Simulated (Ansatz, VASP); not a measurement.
# KCl in VASP and in Ansatz

The input POSCAR:

```
KCl
1.0
    3.8391960000      0.0000000000      0.0000000000
    0.0000000000      3.8391960000      0.0000000000
    0.0000000000      0.0000000000      3.8391960000
K Cl
1 1
Direct
    0.0000000000      0.0000000000      0.0000000000
    0.5000000000      0.5000000000      0.5000000000
```

Contents of INCAR.step1:

```
ALGO = Normal
EDIFF = 1E-5
ENCUT = 520
GGA = PE
ISIF = 2
ISMEAR = -1
LASPH = T
LCHARG = F
LREAL = F
LWAVE = T
NBANDS = 15
NELM = 80
PREC = Accurate
SIGMA = 0.05
```

INCAR.step2

```
AEXX = 0.25
ALGO = Normal
EDIFF = 1E-6
ENCUT = 520
GGA = PE
ISIF = 2
ISMEAR = -1
ISTART = 1
LASPH = T
LCHARG = F
LHFCALC = T
LREAL = F
LWAVE = F
NBANDS = 15
NELM = 80
PREC = Accurate
PRECFOCK = Normal
SIGMA = 0.05
```

Contents of KPOINTS:

```
k-points
0
Gamma
  4 4 4
```

input

```
crystal:
  lattice:
    - [3.839196, 0.0, 0.0]
    - [0.0, 3.839196, 0.0]
    - [0.0, 0.0, 3.839196]
  atoms:
    - { symbol: K, position: [0.0, 0.0, 0.0] }
    - { symbol: Cl, position: [0.5, 0.5, 0.5] }
hamiltonian:
  xc: pbe0
  pseudopotentials: { kind: paw }
kpoints:
  mp_grid: { grid: [4, 4, 4] }
scf:
  occupations: { method: fermi_dirac, width: 0.05 }
output:
  forces: true
  stress: true
  eigenvalues: true
```

Alike in both runs: task single point; functional PBE0; k mesh 4 × 4 × 4; occupations fermi-dirac, width 0.05 eV; no spin polarisation.

|  | VASP | Ansatz |
| --- | --- | --- |
| version | VASP 6.6.1 | Ansatz 0.2.0 |
| potentials or method | VASP PAW PBE potentials, release 64 (K_sv, Cl) | Ansatz PAW |
| plane-wave cutoff (eV) | 520 | 420 |
| valence electrons in the cell | 16 | 16 |

```tsv
	VASP	Ansatz	Ansatz less VASP
gap on the k mesh at the Fermi level (eV)	6.86	6.85	-0.016
least direct gap on the mesh (eV)	7.08	7.07	-0.016
pressure (GPa)	-0.5	-0.5	+0.04
```
